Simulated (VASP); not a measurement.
**TiO2: single point with PBE+U**

TiO2:

```
Ti O
1.0
     2.71845   -2.71853   -0.02006
     2.71845    2.71853   -0.02006
    -2.68087    0.00000    4.98495
Ti O
2 4
Direct
  0.12501 0.87499 0.25000
  0.87499 0.12501 0.75000
  0.32853 0.07857 0.65705
  0.67147 0.92143 0.34295
  0.92143 0.67147 0.84295
  0.07857 0.32853 0.15705
```

```json
{"Program": "VASP 6.6.1", "Task": "single point", "Functional": "PBE", "Potentials or basis": "VASP PAW PBE potentials, release 64 (Ti_sv, O)", "Cutoff": "520 eV", "k mesh": "6 × 6 × 6", "Occupations": "gaussian, width 0.02 eV", "Spin": "no spin polarisation", "Hubbard terms": "Ti d U = 4.0 eV"}
```

- Pressure: -1.1 GPa
- Largest force: 0.145 eV/Å
- Band gap on the k mesh: 2.70 eV (least direct gap 2.89 eV)

Forces on the atoms (eV/Å):
```
Ti   0.000  0.000  0.000
Ti   0.000  0.000  0.000
O   -0.001  0.001  0.145
O    0.001 -0.001 -0.145
O    0.001  0.001 -0.145
O   -0.001 -0.001  0.145
```

Stress tensor (GPa, compression positive):
```
-0.83  0.00 -0.02
 0.00 -0.84  0.00
-0.02  0.00 -1.51
```

Levels at points of the mesh, in eV from the valence-band top:
| k point | band 22 | band 23 | band 24 | band 25 | band 26 | band 27 |
| --- | --- | --- | --- | --- | --- | --- |
| (0.00, 0.00, 0.00) | -0.71 | -0.27 | -0.27 | 2.70 | 3.32 | 4.40 |
| (0.50, 0.00, 0.00) | -0.80 | -0.70 | -0.61 | 3.65 | 3.81 | 3.90 |
| (0.50, 0.50, 0.00) | -1.74 | -0.02 | -0.02 | 3.61 | 3.62 | 4.02 |
| (0.00, 0.00, 0.50) | -1.12 | -0.01 | -0.01 | 3.00 | 3.00 | 4.17 |
| (0.50, 0.00, 0.50) | -0.80 | -0.70 | -0.61 | 3.65 | 3.81 | 3.90 |
| (0.50, 0.50, 0.50) | -1.74 | -0.02 | -0.02 | 3.61 | 3.61 | 4.02 |

Eigenvalues of the final occupation matrices:
```csv
site,spin,trace,eigenvalues
site 1 d,1,0.78,0.10 0.10 0.10 0.24 0.24
site 1 d,2,0.78,0.10 0.10 0.10 0.24 0.24
site 2 d,1,0.78,0.10 0.10 0.10 0.24 0.24
site 2 d,2,0.78,0.10 0.10 0.10 0.24 0.24
```

Wall time 120 s on 1 thread of Oxide Virtual Turin-like Processor, on a shared host, peak memory 0.23 GiB.

A k mesh can miss the band edges.
